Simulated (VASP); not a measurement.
# Rh (P6_3/mmc) in VASP: further runs

The runs below take Rh through single point, with PBE.

All numbers are computed with VASP 6.6.1; they aren't measurements. Logs are shortened: lines on timing, memory, paths and dates and some standing lists are left out, and cuts for length are marked.

## 1. The cell of the first run

It takes space group P6_3/mmc (No. 194, hexagonal). The conventional cell has a = 2.668 Å, b = 2.668 Å, c = 4.300 Å, α = 90.00°, β = 90.00°, γ = 120.00°. Rh (site symmetry -6m2) has 12 Rh at 2.64 to 2.67 Å within 3.5 Å.

This isn't the form of Rh at room conditions, which is fcc.

## 2. Single point, PBE (13.25 Å³/atom)

File INCAR:

```
PREC = Accurate
ENCUT = 520
EDIFF = 1E-7
ISMEAR = 0
SIGMA = 0.1
LREAL = F
LASPH = T
NELM = 100
ALGO = Fast
ISIF = 2
LWAVE = F
LCHARG = F
GGA = PE
NBANDS = 22
```

File KPOINTS:

```
Automatic mesh
0
Gamma
  18 18 10
```

File POSCAR:

```
Rh
1.0
    2.6676027832      0.0000000000      0.0000000000
   -1.3338013916      2.3102117775      0.0000000000
    0.0000000000      0.0000000000      4.3003652295
Rh
2
Direct
    0.6666666667      0.3333333333      0.7500000000
    0.3333333333      0.6666666667      0.2500000000
```

Potentials or basis: VASP PAW PBE potentials, release 64 (Rh_pv).

Run with:

```console
> cat potpaw_PBE.64/Rh_pv/POTCAR > POTCAR
> mpirun -np 1 vasp_std > vasp.out
```

OUTCAR:

```text
PREC = Accurate
   ENCUT = 520
   EDIFF = 1E-7
   ISMEAR = 0
   LREAL = F
   LASPH = T
   NELM = 100
   ISIF = 2
   GGA = PE

 ion  position               nearest neighbor table
   1  0.667  0.333  0.750-   2 2.64   2 2.64   2 2.64   2 2.64   2 2.64   2 2.64
   2  0.333  0.667  0.250-   1 2.64   1 2.64   1 2.64   1 2.64   1 2.64   1 2.64

  LATTYP: Found a hexagonal cell.
 ALAT       =     2.6676027832
 C/A-ratio  =     1.6120710537

  Lattice vectors:

 A1 = (   2.6676027832,   0.0000000000,   0.0000000000)
 A2 = (  -1.3338013916,   2.3102117775,   0.0000000000)
 A3 = (   0.0000000000,   0.0000000000,   4.3003652295)

Analysis of symmetry for initial positions (statically):
=====================================================================
 Subroutine PRICEL returns:
 Original cell was already a primitive cell.

 Routine SETGRP: Setting up the symmetry group for a
 hexagonal supercell.

 Subroutine GETGRP returns: Found 24 space group operations
 (whereof 12 operations were pure point group operations)
 out of a pool of 24 trial point group operations.

The static configuration has the point symmetry D_3d.
 The point group associated with its full space group is D_6h.

Analysis of symmetry for dynamics (positions and initial velocities):
=====================================================================
 Subroutine PRICEL returns:
 Original cell was already a primitive cell.

 Routine SETGRP: Setting up the symmetry group for a
 hexagonal supercell.

 Subroutine GETGRP returns: Found 24 space group operations
 (whereof 12 operations were pure point group operations)
 out of a pool of 24 trial point group operations.

The dynamic configuration has the point symmetry D_3d.
 The point group associated with its full space group is D_6h.

 Subroutine INISYM returns: Found 24 space group operations
 (whereof 12 operations are pure point group operations),
 and found     1 'primitive' translations

----------------------------------------------------------------------------------------

                                     Primitive cell

  volume of cell :      26.5020

  direct lattice vectors                    reciprocal lattice vectors
     2.667602783  0.000000000  0.000000000     0.374868405  0.216430374  0.000000000
    -1.333801392  2.310211778  0.000000000     0.000000000  0.432860749  0.000000000
     0.000000000  0.000000000  4.300365229     0.000000000  0.000000000  0.232538388

  length of vectors
     2.667602783  2.667602783  4.300365229     0.432860749  0.432860749  0.232538388

  position of ions in fractional coordinates (direct lattice)
     0.666666667  0.333333333  0.750000000
     0.333333333  0.666666667  0.250000000

  ion indices of the primitive-cell ions
   primitive index   ion index
                 1           1
                 2           2

----------------------------------------------------------------------------------------

 KPOINTS: Automatic mesh

Automatic generation of k-mesh.
 Grid dimensions read from file:
 generate k-points for:   18   18   10

 Generating k-lattice:

  Cartesian coordinates                     Fractional coordinates (reciprocal lattice)
     0.020826022  0.012023910  0.000000000     0.055555556  0.000000000  0.000000000
     0.000000000  0.024047819  0.000000000     0.000000000  0.055555556  0.000000000
     0.000000000  0.000000000  0.023253839     0.000000000  0.000000000  0.100000000

  Length of vectors
     0.024047819  0.024047819  0.023253839

  Shift w.r.t. Gamma in fractional coordinates (k-lattice)
     0.000000000  0.000000000  0.000000000

 Subroutine IBZKPT returns following result:
 ===========================================

 Found    222 irreducible k-points:

 Following reciprocal coordinates:
            Coordinates               Weight
  0.000000  0.000000  0.000000      1.000000
  0.055556 -0.000000  0.000000      6.000000
  0.111111 -0.000000  0.000000      6.000000
  0.166667  0.000000  0.000000      6.000000
  0.222222  0.000000  0.000000      6.000000
  0.277778  0.000000  0.000000      6.000000
[... 16 lines left out ...]
  0.333333  0.111111  0.000000     12.000000
  0.388889  0.111111  0.000000     12.000000
 [... further k-points ...]
   k-points           NKPTS =    222   k-points in BZ     NKDIM =    222   number of bands    NBANDS=     22
   number of dos      NEDOS =    301   number of ions     NIONS =      2
   total plane-waves  NPLWV =  12800
   dimension x,y,z NGX =    20 NGY =   20 NGZ =   32
   dimension x,y,z NGXF=    40 NGYF=   40 NGZF=   64
   ions per type =               2
   NGX,Y,Z   is equivalent  to a cutoff of  12.46, 12.46, 12.37 a.u.
   NGXF,Y,Z  is equivalent  to a cutoff of  24.93, 24.93, 24.74 a.u.
 SYSTEM =  unknown system
   PREC   = accura    normal or accurate (medium, high low for compatibility)
   ISTART =      0    job   : 0-new  1-cont  2-samecut
   ICHARG =      2    charge: 1-file 2-atom 10-const
   ISPIN  =      1    spin polarized calculation?
   LNONCOLLINEAR =      F non collinear calculations
   LSORBIT =      F    spin-orbit coupling
   LASPH  =      T    aspherical Exc in radial PAW
   ENCUT  =  520.0 eV  38.22 Ry    6.18 a.u.   4.96  4.96  8.00*2*pi/ulx,y,z
   NELM   =    100;   NELMIN=  2; NELMDL= -5     # of ELM steps
   EDIFF  = 0.1E-06   stopping-criterion for ELM
   LREAL  =      F    real-space projection
   EDIFFG = 0.1E-05   stopping-criterion for IOM
   NSW    =      0    number of steps for IOM
   IBRION =     -1    ionic relax: 0-MD 1-quasi-New 2-CG
   NFREE  =      0    steps in history (QN), initial steepest desc. (CG)
   ISIF   =      2    stress and relaxation
   ISYM   =      2    0-nonsym 1-usesym 2-fastsym
   POTIM  = 0.5000    time-step for ionic-motion
   TEBEG  =    0.0;   TEEND  =   0.0 temperature during run
   PSTRESS=    0.0 pullay stress
   NELECT =      30.0000    total number of electrons
   NUPDOWN=      -1.0000    fix difference up-down
   EMIN   =  10.00;   EMAX   =-10.00  energy-range for DOS
   EFERMI =   0.00;   METHOD = LEGACY
   ISMEAR =     0;   SIGMA  =   0.10  broadening in eV -4-tet -1-fermi 0-gaus
   EFERMI_NEDOS =   21; number of points for ismear=-14 and -15
   IALGO  =     68    algorithm
   IMIX   =      4    mixing-type and parameters
     AMIX     =   0.40;   BMIX     =  1.00
     AMIX_MAG =   1.60;   BMIX_MAG =  1.00
  volume/ion in A,a.u.               =      13.25        89.42
  Fermi-wavevector in a.u.,A,eV,Ry     =   1.706171  3.224195 39.606811  2.911019
  Thomas-Fermi vector in A             =   2.785256
   LORBIT       =      0    0 simple, 1 ext, 2 COOP (PROOUT), +10 PAW based schemes
   GGA     = PE    functional components
   LHFCALC =     F    Hartree Fock is set to
   AEXX    =    0.0000 exact exchange contribution
   IVDW    =     0    specifies the selected vdW correction
   LEPSILON=     F    determine dielectric tensor
   LRPA    =     F    only Hartree local field effects (RPA)
 non-spin polarized calculation
 RMM-DIIS sequential band-by-band and
 Gauss-broadening in eV      SIGMA  =   0.10
  energy-cutoff  :      520.00
  volume of cell :       26.50
 maximum number of plane-waves:       744
 NGX is ok and might be reduce to    20
   NGX =  9   NGY =  9   NGZ = 15

 number of electron      29.9999994 magnetization

 Free energy of the ion-electron system (eV)
  ---------------------------------------------------
  ext. energy  EPLUGINS =         0.00000000
  ---------------------------------------------------
  free energy    TOTEN  =       -14.35744494 eV

  energy without entropy =      -14.34218555  energy(sigma->0) =      -14.34981525

 E-fermi :  12.7056     XC(G=0): -14.2698

 val. band max:       12.7007243008   @ k =   0.3889   0.1667   0.0000
 cond. band min:      12.7082603797   @ k =   0.0000   0.0000   0.3000
 fundamental gap:      0.0075360789
 Fermi energy:        12.7056146429

 k-point     1 :       0.0000    0.0000    0.0000
  band No.  band energies     occupation
      1     -34.7012      2.00000
      2     -33.9484      2.00000
      3     -33.9484      2.00000
      4     -33.8437      2.00000
      5     -33.8255      2.00000
      6     -33.8255      2.00000
[... 14 lines left out ...]
     21      30.8945      0.00000
     22      31.5444      0.00000

 k-point     2 :       0.0556   -0.0000    0.0000
  band No.  band energies     occupation
      1     -34.6930      2.00000
      2     -33.9668      2.00000
      3     -33.9544      2.00000
      4     -33.8471      2.00000
      5     -33.8447      2.00000
      6     -33.8283      2.00000
[... 14 lines left out ...]
     21      31.0260      0.00000
     22      31.6702      0.00000

 k-point     3 :       0.1111   -0.0000    0.0000
  band No.  band energies     occupation
      1     -34.6689      2.00000
      2     -34.0201      2.00000
      3     -33.9716      2.00000
      4     -33.8997      2.00000
      5     -33.8575      2.00000
      6     -33.8367      2.00000
[... 14 lines left out ...]
     21      31.3728      0.00000
     22      31.8136      0.00000

 k-point     4 :       0.1667    0.0000    0.0000
  band No.  band energies     occupation
      1     -34.6305      2.00000
      2     -34.1016      2.00000
      3     -33.9974      2.00000
      4     -33.9827      2.00000
      5     -33.8748      2.00000
      6     -33.8500      2.00000
[... 14 lines left out ...]
     21      31.6035      0.00000
     22      31.6396      0.00000

 k-point     5 :       0.2222    0.0000    0.0000
  band No.  band energies     occupation
      1     -34.5803      2.00000
      2     -34.2018      2.00000
      3     -34.0825      2.00000
      4     -34.0282      2.00000
      5     -33.8992      2.00000
      6     -33.8670      2.00000
[... 14 lines left out ...]
     21      30.6962      0.00000
     22      30.7518      0.00000

 k-point     6 :       0.2778    0.0000    0.0000
  band No.  band energies     occupation
      1     -34.5216      2.00000
      2     -34.3085      2.00000
      3     -34.1864      2.00000
      4     -34.0603      2.00000
      5     -33.9303      2.00000
      6     -33.8856      2.00000
[... 14 lines left out ...]
     21      29.3155      0.00000
     22      29.6180      0.00000

 k-point     7 :       0.3333    0.0000    0.0000
  band No.  band energies     occupation
      1     -34.4590      2.00000
      2     -34.4087      2.00000
      3     -34.2821      2.00000
      4     -34.0898      2.00000
      5     -33.9669      2.00000
      6     -33.9035      2.00000
[... 324 lines left out ...]
      6     -33.8968      2.00000
[... 14 lines left out ...]
     21      28.5833      0.00000
     22      30.6279      0.00000

 k-point    21 :       0.2222    0.1111    0.0000
  band No.  band energies     occupation
      1     -34.5023      2.00000
      2     -34.3056      2.00000
      3     -34.2324      2.00000
      4     -34.0618      2.00000
      5     -33.9411      2.00000
      6     -33.9221      2.00000
[... 14 lines left out ...]
     21      27.5080      0.00000
     22      29.6811      0.00000

 k-point    22 :       0.2778    0.1111    0.0000
  band No.  band energies     occupation
      1     -34.4409      2.00000
      2     -34.3982      2.00000
      3     -34.3012      2.00000
      4     -34.1065      2.00000
      5     -33.9780      2.00000
      6     -33.9449      2.00000
[... 14 lines left out ...]
     21      26.4313      0.00000
     22      28.8733      0.00000

 k-point    23 :       0.3333    0.1111    0.0000
  band No.  band energies     occupation
      1     -34.4740      2.00000
      2     -34.3813      2.00000
      3     -34.3564      2.00000
      4     -34.1425      2.00000
      5     -34.0177      2.00000
      6     -33.9633      2.00000
[... 14 lines left out ...]
     21      25.4841      0.00000
     22      28.1966      0.00000

 k-point    24 :       0.3889    0.1111    0.0000
  band No.  band energies     occupation
      1     -34.5233      2.00000
      2     -34.3924      2.00000
      3     -34.3332      2.00000
      4     -34.1657      2.00000
      5     -34.0528      2.00000
      6     -33.9753      2.00000
[... 14 lines left out ...]
     21      24.8186      0.00000
     22      27.6513      0.00000

 [... further k-points ...]
[... 5 lines left out ...]
  --------------------------------------------------------------------------------------
  -------------------------------------------------------------------------------------
  Total        3.0691345      3.0691345      3.0701869     -0.0000000      0.0000000      0.0000000
  in kB      185.5445515    185.5445515    185.6081747     -0.0000000      0.0000000      0.0000000
  external PRESSURE =     185.5657592 kB  Pullay stress =       0.0000000 kB

 VOLUME and BASIS-vectors are now :
 -----------------------------------------------------------------------------
  energy-cutoff  :      520.00
  volume of cell :       26.50
      direct lattice vectors                 reciprocal lattice vectors
     2.667602783  0.000000000  0.000000000     0.374868405  0.216430374  0.000000000
    -1.333801392  2.310211778  0.000000000     0.000000000  0.432860749  0.000000000
     0.000000000  0.000000000  4.300365229     0.000000000  0.000000000  0.232538388

 POSITION                                       TOTAL-FORCE (eV/Angst)
 -----------------------------------------------------------------------------------
      1.33380      0.77007      3.22527         0.000000     -0.000000      0.000000
     -0.00000      1.54014      1.07509        -0.000000      0.000000      0.000000
 -----------------------------------------------------------------------------------
    total drift:                               -0.000000      0.000000     -0.000000

  FREE ENERGIE OF THE ION-ELECTRON SYSTEM (eV)
  ---------------------------------------------------
  free  energy   TOTEN  =       -14.3574449448 eV

  energy  without entropy=      -14.3421855490  energy(sigma->0) =      -14.34981525
```

It took 3.1 min on 1 thread of Intel Xeon 8259CL, shared host; peak memory 0.21 GiB.

What came out:

```yaml
Free_energy: -14.3574 eV
Pressure: 18.6 GPa
Band_gap_on_the_k_mesh: zero (bands 15 and 16 overlap by 2.57 eV)
```

Levels at points of the mesh, in eV from the Fermi level:
```tsv
k point	band 13	band 14	band 15	band 16	band 17	band 18
(0.00, 0.00, 0.00)	-2.67	-2.07	-2.07	0.13	0.13	0.71
(0.50, 0.00, 0.00)	-2.31	0.43	0.67	0.76	3.14	5.33
(0.00, 0.00, 0.50)	-3.35	-3.35	-0.47	-0.47	-0.47	-0.47
(0.50, 0.00, 0.50)	-0.36	-0.36	0.63	0.63	2.73	2.73
```

Caveat: the cell stands under pressure.

(Continued in part 2 of 2.)
